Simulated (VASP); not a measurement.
The system is WC (WC type).

```xyz
2
Lattice="2.8670 0.0000 0.0000 -1.4335 2.4829 0.0000 0.0000 0.0000 2.8096" Properties=species:S:1:pos:R:3 pbc="T T T"
W     0.0000    0.0000    0.0000
C     0.0000    1.6553    1.4048
```

| Property | Result |
| --- | --- |
| Program | VASP 6.6.1 |
| Task | relaxation of cell and atoms |
| Functional | PBE |
| Potentials or basis | VASP PAW PBE potentials, release 64 (W_sv, C) |
| Cutoff | 600 eV |
| k mesh | 17 × 17 × 15 |
| Occupations | fermi-dirac, width 0.1 eV |
| Spin | no spin polarisation |

At the start: pressure 23.0 GPa; volume 10.00 Å³/atom.

Task: How do energy, volume and symmetry change on relaxing?

Result: Over 10 steps the energy falls by 38.0 meV/atom and the volume is 10.55 Å³/atom (+5.5 %); space group P-6m2 (No. 187, to 0.1 Å) before and after.

Step by step:
```csv
step,energy change (eV),largest force (eV/Å),pressure (GPa),volume (Å³)
1,0.0000,0.0000,23.03,20.00
2,0.4195,0.0000,-41.41,24.46
3,-0.0749,0.0000,-1.26,21.16
4,-0.0752,0.0000,-0.11,21.10
5,-0.0752,0.0000,0.29,21.08
6,-0.0753,0.0000,0.42,21.09
7,-0.0760,0.0000,0.34,21.09
8,-0.0760,0.0000,0.36,21.09
9,-0.0759,0.0000,-0.66,21.14
10,-0.0760,0.0000,0.01,21.10
```

Final structure:
```cif
data_structure
_symmetry_space_group_name_H-M 'P 1'
_symmetry_Int_Tables_number 1
_cell_length_a 2.9245
_cell_length_b 2.9245
_cell_length_c 2.8493
_cell_angle_alpha 90.000
_cell_angle_beta 90.000
_cell_angle_gamma 120.000
_cell_volume 21.10
loop_
_atom_site_label
_atom_site_type_symbol
_atom_site_fract_x
_atom_site_fract_y
_atom_site_fract_z
_atom_site_occupancy
W1 W 0.00000 0.00000 0.00000 1
C1 C 0.33333 0.66667 0.50000 1
```
